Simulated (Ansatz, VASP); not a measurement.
# CsRe2 in VASP and in Ansatz

Contents of INCAR:

```
ALGO = Fast
EDIFF = 1E-7
EDIFFG = -0.01
ENCUT = 600
GGA = PE
IBRION = 2
ISIF = 3
ISMEAR = 0
LASPH = True
LCHARG = False
LREAL = False
LWAVE = False
NELM = 100
NSW = 100
PREC = Accurate
SIGMA = 0.1
```

Contents of KPOINTS:

```
k-points
0
Gamma
  14 14 14
```

File POSCAR:

```
CsRe2
1.0
    0.0000000000      3.1156022178      3.1156022178
    3.1156022178      0.0000000000      3.1156022178
    3.1156022178      3.1156022178      0.0000000000
Cs Re
1 2
Direct
    0.0000000000      0.0000000000      0.0000000000
    0.2500000000      0.2500000000      0.2500000000
    0.7500000000      0.7500000000      0.7500000000
```

Input for Ansatz:

```yaml
crystal:
  lattice:
    - [0.0, 3.1156022178, 3.1156022178]
    - [3.1156022178, 0.0, 3.1156022178]
    - [3.1156022178, 3.1156022178, 0.0]
  atoms:
    - { symbol: Cs, position: [0.0, 0.0, 0.0] }
    - { symbol: Re, position: [0.25, 0.25, 0.25] }
    - { symbol: Re, position: [0.75, 0.75, 0.75] }
basis:
  ecutwfc: 420
kpoints:
  mp_grid: { grid: [14, 14, 14] }
hamiltonian:
  xc: pbe
scf:
  occupations: { method: gaussian, width: 0.1 }
output:
  forces: true
  stress: true
  eigenvalues: true
relax:
  adjacent_minimum: "off"
  f_tol: 0.01
  max_steps: 80
  cell: { stress_tol: 0.05 }
```

Alike in both runs: task relaxation of cell and atoms; functional PBE; k mesh 14 × 14 × 14; occupations gaussian, width 0.1 eV; no spin polarisation.

|  | VASP | Ansatz |
| --- | --- | --- |
| version | VASP 6.6.1 | Ansatz 0.2.0 |
| potentials or method | VASP PAW PBE potentials, release 64 (Cs_sv, Re), cutoff 600 eV | scalar-relativistic, plane waves, PAW |
| valence electrons in the cell | 23 | 39 |

```tsv
	VASP	Ansatz	Ansatz less VASP
gap on the k mesh at the Fermi level, each at its own relaxed structure (eV)	none	none	-
relaxed volume (Å³/atom)	21.09	20.16	-0.932
relaxed length of the cell vector where the two differ most in proportion (Å)	4.473	4.406	-0.0669
```

A gap of «none» marks a metal or a gap that the smearing closes. VASP's potentials hold 23 valence electrons a cell and Ansatz's 39, so a difference there can come from the potentials and not from the codes.

Spin-orbit coupling is off throughout.
